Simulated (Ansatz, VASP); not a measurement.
# MnO: VASP beside Ansatz

```
Mn O
1.0
     0.00000    2.22200    2.22200
     2.22200    0.00000    2.22200
     2.22200    2.22200    0.00000
Mn O
1 1
Direct
  0.00000 0.00000 0.00000
  0.50000 0.50000 0.50000
```

Alike in both runs: task single point; functional PBE; k mesh 9 × 9 × 9; occupations fermi-dirac, width 0.05 eV; collinear spin; fixed moment 2 μB.

|  | VASP | Ansatz |
| --- | --- | --- |
| version | VASP 6.6.1 | Ansatz 0.2.0 |
| potentials or method | VASP PAW PBE potentials, release 64 (Mn_sv, O) | Ansatz PAW |
| plane-wave cutoff (eV) | 700 | 420 |
| valence electrons in the cell | 21 | 21 |

```tsv
	VASP	Ansatz	Ansatz less VASP
net moment per atom (μB)	1.00	1.00	0.000
size of the moment on the site where the two differ most (μB)	1.92	1.88	-0.043
```

Site moments also hang on the region over which each program counts them.
